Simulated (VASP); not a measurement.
# TaN (P-6m2) in VASP: a series of runs

Runs on TaN. Level: PBEsol. Tasks: single point.

Everything below comes from runs of VASP 6.6.1. Logs are shortened: lines on timing, memory, paths and dates and some standing lists are left out, and cuts for length are marked.

### 1 The cell of the first run

The structure is hexagonal, space group P-6m2 (No. 187). The conventional cell has a = 2.704 Å, b = 2.704 Å, c = 2.819 Å, α = 90.00°, β = 90.00°, γ = 120.00°. Ta (site symmetry -6m2) has 6 N at 2.10 Å and 6 Ta at 2.70 Å within 2.8 Å. N (site symmetry -6m2) has 6 Ta at 2.10 Å and 6 N at 2.70 Å within 2.8 Å.

### 2 Single point, PBEsol (volume 8.928 Å^3 an atom, c/a of the conventional cell 1.0426)

INCAR reads:

```
PREC = Accurate ; ENCUT = 520
EDIFF = 1E-7 ; ISMEAR = 0
SIGMA = 0.15 ; LREAL = F
LASPH = T ; NELM = 100
ALGO = Normal ; ISIF = 2
LWAVE = F ; LCHARG = F
GGA = PS ; NBANDS = 15
```

KPOINTS reads:

```
regular mesh
0
Gamma
  21 21 18
```

POSCAR reads:

```
TaN
1.0
    2.7042402652      0.0000000000      0.0000000000
   -1.3521201326      2.3419407676      0.0000000000
    0.0000000000      0.0000000000      2.8194409005
Ta N
1 1
Direct
    0.3333333333      0.6666666667      0.5000000000
    0.0000000000      0.0000000000      0.0000000000
```

Potentials or basis: VASP PAW PBE potentials, release 64 (Ta_pv, N).

The run is started by

```sh
$ cat potpaw_PBE.64/Ta_pv/POTCAR potpaw_PBE.64/N/POTCAR > POTCAR
$ mpirun -np 1 vasp_std > vasp.out
```

OUTCAR:

```text
PREC = Accurate
   ENCUT = 520
   EDIFF = 1E-7
   ISMEAR = 0
   LREAL = F
   LASPH = T
   NELM = 100
   ISIF = 2
   GGA = PS

 ion  position               nearest neighbor table
   1  0.333  0.667  0.500-   2 2.10   2 2.10   2 2.10   2 2.10   2 2.10   2 2.10
   2  0.000  0.000  0.000-   1 2.10   1 2.10   1 2.10   1 2.10   1 2.10   1 2.10

  LATTYP: Found a hexagonal cell.
 ALAT       =     2.7042402652
 C/A-ratio  =     1.0426000000

  Lattice vectors:

 A1 = (   2.7042402652,   0.0000000000,   0.0000000000)
 A2 = (  -1.3521201326,   2.3419407676,   0.0000000000)
 A3 = (   0.0000000000,   0.0000000000,   2.8194409005)

Analysis of symmetry for initial positions (statically):
=====================================================================
 Subroutine PRICEL returns:
 Original cell was already a primitive cell.

 Routine SETGRP: Setting up the symmetry group for a
 hexagonal supercell.

 Subroutine GETGRP returns: Found 12 space group operations
 (whereof 12 operations were pure point group operations)
 out of a pool of 24 trial point group operations.

The static configuration has the point symmetry D_3h.

Analysis of symmetry for dynamics (positions and initial velocities):
=====================================================================
 Subroutine PRICEL returns:
 Original cell was already a primitive cell.

 Routine SETGRP: Setting up the symmetry group for a
 hexagonal supercell.

 Subroutine GETGRP returns: Found 12 space group operations
 (whereof 12 operations were pure point group operations)
 out of a pool of 24 trial point group operations.

The dynamic configuration has the point symmetry D_3h.

 Subroutine INISYM returns: Found 12 space group operations
 (whereof 12 operations are pure point group operations),
 and found     1 'primitive' translations

----------------------------------------------------------------------------------------

                                     Primitive cell

  volume of cell :      17.8560

  direct lattice vectors                    reciprocal lattice vectors
     2.704240265  0.000000000  0.000000000     0.369789627  0.213498141  0.000000000
    -1.352120133  2.341940768  0.000000000     0.000000000  0.426996282  0.000000000
     0.000000000  0.000000000  2.819440901     0.000000000  0.000000000  0.354680249

  length of vectors
     2.704240265  2.704240265  2.819440901     0.426996282  0.426996282  0.354680249

  position of ions in fractional coordinates (direct lattice)
     0.333333333  0.666666667  0.500000000
     0.000000000  0.000000000  0.000000000

  ion indices of the primitive-cell ions
   primitive index   ion index
                 1           1
                 2           2

----------------------------------------------------------------------------------------

 KPOINTS: regular mesh

Automatic generation of k-mesh.
 Grid dimensions read from file:
 generate k-points for:   21   21   18

 Generating k-lattice:

  Cartesian coordinates                     Fractional coordinates (reciprocal lattice)
     0.017609030  0.010166578  0.000000000     0.047619048  0.000000000  0.000000000
     0.000000000  0.020333156  0.000000000     0.000000000  0.047619048  0.000000000
     0.000000000  0.000000000  0.019704458     0.000000000  0.000000000  0.055555556

  Length of vectors
     0.020333156  0.020333156  0.019704458

  Shift w.r.t. Gamma in fractional coordinates (k-lattice)
     0.000000000  0.000000000  0.000000000

 Subroutine IBZKPT returns following result:
 ===========================================

 Found    480 irreducible k-points:

 Following reciprocal coordinates:
            Coordinates               Weight
  0.000000  0.000000  0.000000      1.000000
  0.047619  0.000000  0.000000      6.000000
  0.095238  0.000000  0.000000      6.000000
  0.142857  0.000000  0.000000      6.000000
  0.190476  0.000000  0.000000      6.000000
  0.238095 -0.000000  0.000000      6.000000
[... 16 lines left out ...]
  0.142857  0.095238  0.000000     12.000000
  0.190476  0.095238  0.000000     12.000000
 [... further k-points ...]
   k-points           NKPTS =    480   k-points in BZ     NKDIM =    480   number of bands    NBANDS=     15
   number of dos      NEDOS =    301   number of ions     NIONS =      2
   total plane-waves  NPLWV =   9600
   dimension x,y,z NGX =    20 NGY =   20 NGZ =   24
   dimension x,y,z NGXF=    40 NGYF=   40 NGZF=   48
   ions per type =               1   1
   NGX,Y,Z   is equivalent  to a cutoff of  12.30, 12.30, 14.15 a.u.
   NGXF,Y,Z  is equivalent  to a cutoff of  24.59, 24.59, 28.30 a.u.
 SYSTEM =  unknown system
   PREC   = accura    normal or accurate (medium, high low for compatibility)
   ISTART =      0    job   : 0-new  1-cont  2-samecut
   ICHARG =      2    charge: 1-file 2-atom 10-const
   ISPIN  =      1    spin polarized calculation?
   LNONCOLLINEAR =      F non collinear calculations
   LSORBIT =      F    spin-orbit coupling
   LASPH  =      T    aspherical Exc in radial PAW
   ENCUT  =  520.0 eV  38.22 Ry    6.18 a.u.   5.03  5.03  5.24*2*pi/ulx,y,z
   NELM   =    100;   NELMIN=  2; NELMDL= -5     # of ELM steps
   EDIFF  = 0.1E-06   stopping-criterion for ELM
   LREAL  =      F    real-space projection
   EDIFFG = 0.1E-05   stopping-criterion for IOM
   NSW    =      0    number of steps for IOM
   IBRION =     -1    ionic relax: 0-MD 1-quasi-New 2-CG
   NFREE  =      0    steps in history (QN), initial steepest desc. (CG)
   ISIF   =      2    stress and relaxation
   ISYM   =      2    0-nonsym 1-usesym 2-fastsym
   POTIM  = 0.5000    time-step for ionic-motion
   TEBEG  =    0.0;   TEEND  =   0.0 temperature during run
   PSTRESS=    0.0 pullay stress
   NELECT =      16.0000    total number of electrons
   NUPDOWN=      -1.0000    fix difference up-down
   EMIN   =  10.00;   EMAX   =-10.00  energy-range for DOS
   EFERMI =   0.00;   METHOD = LEGACY
   ISMEAR =     0;   SIGMA  =   0.15  broadening in eV -4-tet -1-fermi 0-gaus
   EFERMI_NEDOS =   21; number of points for ismear=-14 and -15
   IALGO  =     38    algorithm
   IMIX   =      4    mixing-type and parameters
     AMIX     =   0.40;   BMIX     =  1.00
     AMIX_MAG =   1.60;   BMIX_MAG =  1.00
  volume/ion in A,a.u.               =       8.93        60.25
  Fermi-wavevector in a.u.,A,eV,Ry     =   1.578290  2.982535 33.892097  2.490999
  Thomas-Fermi vector in A             =   2.678843
   LORBIT       =      0    0 simple, 1 ext, 2 COOP (PROOUT), +10 PAW based schemes
   GGA     = PS    functional components
   LHFCALC =     F    Hartree Fock is set to
   AEXX    =    0.0000 exact exchange contribution
   IVDW    =     0    specifies the selected vdW correction
   LEPSILON=     F    determine dielectric tensor
   LRPA    =     F    only Hartree local field effects (RPA)
 non-spin polarized calculation
 Gauss-broadening in eV      SIGMA  =   0.15
  energy-cutoff  :      520.00
  volume of cell :       17.86
 maximum number of plane-waves:       504
 NGX is ok and might be reduce to    20
   NGX =  9   NGY =  9   NGZ = 11

 number of electron      16.0000002 magnetization

 Free energy of the ion-electron system (eV)
  ---------------------------------------------------
  ext. energy  EPLUGINS =         0.00000000
  ---------------------------------------------------
  free energy    TOTEN  =       -22.86385535 eV

  energy without entropy =      -22.86295567  energy(sigma->0) =      -22.86340551

 E-fermi :  10.1172     XC(G=0): -14.5697

 val. band max:       10.0894765850   @ k =   0.4762   0.0000   0.5000
 cond. band min:      10.1267312518   @ k =   0.0000   0.0000   0.3889
 fundamental gap:      0.0372546669
 Fermi energy:        10.1172476835

 k-point     1 :       0.0000    0.0000    0.0000
  band No.  band energies     occupation
      1     -24.3339      2.00000
      2     -23.5742      2.00000
      3     -23.5742      2.00000
      4      -8.9696      2.00000
      5       4.7846      2.00000
      6       5.2892      2.00000
      7       5.2892      2.00000
      8       6.7616      2.00000
      9      14.2851      0.00000
     10      14.2851      0.00000
     11      14.5042      0.00000
     12      15.2171      0.00000
     13      15.2171      0.00000
     14      24.1362      0.00000
     15      24.8983      0.00000

 k-point     2 :       0.0476    0.0000    0.0000
  band No.  band energies     occupation
      1     -24.3260      2.00000
      2     -23.6328      2.00000
      3     -23.5858      2.00000
      4      -8.8978      2.00000
      5       4.8111      2.00000
      6       5.1934      2.00000
      7       5.3418      2.00000
      8       6.6562      2.00000
      9      14.1376      0.00000
     10      14.2980      0.00000
     11      14.7306      0.00000
     12      15.1763      0.00000
     13      15.3001      0.00000
     14      24.1380      0.00000
     15      24.8866      0.00000

 k-point     3 :       0.0952    0.0000    0.0000
  band No.  band energies     occupation
      1     -24.3030      2.00000
      2     -23.8004      2.00000
      3     -23.6196      2.00000
      4      -8.6902      2.00000
      5       4.5602      2.00000
      6       5.2771      2.00000
      7       5.4930      2.00000
      8       6.3635      2.00000
      9      13.7537      0.00000
     10      14.3456      0.00000
     11      15.0595      0.00000
     12      15.3313      0.00000
     13      15.5176      0.00000
     14      24.1419      0.00000
     15      24.8443      0.00000

 k-point     4 :       0.1429    0.0000    0.0000
  band No.  band energies     occupation
      1     -24.2667      2.00000
      2     -24.0547      2.00000
      3     -23.6720      2.00000
      4      -8.3682      2.00000
      5       3.9975      2.00000
      6       5.6449      2.00000
      7       5.7221      2.00000
      8       5.9400      2.00000
      9      13.2470      0.00000
     10      14.4518      0.00000
     11      14.8819      0.00000
     12      15.7925      0.00000
     13      16.1587      0.00000
     14      24.1479      0.00000
     15      24.7901      0.00000
[... 307 lines left out ...]
 k-point    22 :       0.0952    0.0952    0.0000
  band No.  band energies     occupation
      1     -24.2461      2.00000
      2     -24.1795      2.00000
      3     -23.7174      2.00000
      4      -8.1855      2.00000
      5       3.7448      2.00000
      6       5.7071      2.00000
      7       5.7214      2.00000
      8       5.9415      2.00000
      9      12.9590      0.00000
     10      14.5804      0.00000
     11      14.6361      0.00000
     12      16.0776      0.00000
     13      16.5847      0.00000
     14      24.1540      0.00000
     15      24.7969      0.00000

 k-point    23 :       0.1429    0.0952    0.0000
  band No.  band energies     occupation
      1     -24.4551      2.00000
      2     -24.2014      2.00000
      3     -23.7977      2.00000
      4      -7.7936      2.00000
      5       3.1935      2.00000
      6       5.2790      2.00000
      7       5.9755      2.00000
      8       6.2914      2.00000
      9      12.4885      0.00000
     10      14.2874      0.00000
     11      14.8881      0.00000
     12      16.4442      0.00000
     13      17.3901      0.00000
     14      24.1678      0.00000
     15      24.8542      0.00000

 k-point    24 :       0.1905    0.0952    0.0000
  band No.  band energies     occupation
      1     -24.7520      2.00000
      2     -24.1507      2.00000
      3     -23.8879      2.00000
      4      -7.3487      2.00000
      5       2.6398      2.00000
      6       4.8238      2.00000
      7       6.1527      2.00000
      8       6.6767      2.00000
      9      12.1696      0.00000
     10      13.9087      0.00000
     11      15.3618      0.00000
     12      16.7620      0.00000
     13      18.1350      0.00000
     14      24.1827      0.00000
     15      25.0559      0.00000

 [... further k-points ...]
[... 5 lines left out ...]
  --------------------------------------------------------------------------------------
  -------------------------------------------------------------------------------------
  Total       11.8268712     11.8268712      7.1173862      0.0000000      0.0000000      0.0000000
  in kB     1061.1976324   1061.1976324    638.6265057      0.0000000      0.0000000      0.0000000
  external PRESSURE =     920.3405902 kB  Pullay stress =       0.0000000 kB

 VOLUME and BASIS-vectors are now :
 -----------------------------------------------------------------------------
  energy-cutoff  :      520.00
  volume of cell :       17.86
      direct lattice vectors                 reciprocal lattice vectors
     2.704240265  0.000000000  0.000000000     0.369789627  0.213498141  0.000000000
    -1.352120133  2.341940768  0.000000000     0.000000000  0.426996282  0.000000000
     0.000000000  0.000000000  2.819440901     0.000000000  0.000000000  0.354680249

 POSITION                                       TOTAL-FORCE (eV/Angst)
 -----------------------------------------------------------------------------------
     -0.00000      1.56129      1.40972        -0.000000      0.000000      0.000000
      0.00000      0.00000      0.00000         0.000000     -0.000000      0.000000
 -----------------------------------------------------------------------------------
    total drift:                                0.000000     -0.000000     -0.000000

  FREE ENERGIE OF THE ION-ELECTRON SYSTEM (eV)
  ---------------------------------------------------
  free  energy   TOTEN  =       -22.8638553518 eV

  energy  without entropy=      -22.8629556699  energy(sigma->0) =      -22.86340551
```

It took 80 s on 1 thread of Intel Xeon Platinum 8259CL at 2.50GHz (Skylake/Cascade Lake), shared host; peak memory 0.24 GiB.

What came out:

```yaml
Free_energy: -22.8639 eV
Pressure: 92.0 GPa
Band_gap_on_the_k_mesh: zero (band 8 reaches 10.49 eV, above the bottom of band 9 at 9.90 eV)
```

Caveat: the PAW data sets were made with another functional, which shifts forces and pressure a little; spin-orbit coupling is left out, which moves the levels of the heavy elements.

(Continued in part 2 of 2.)
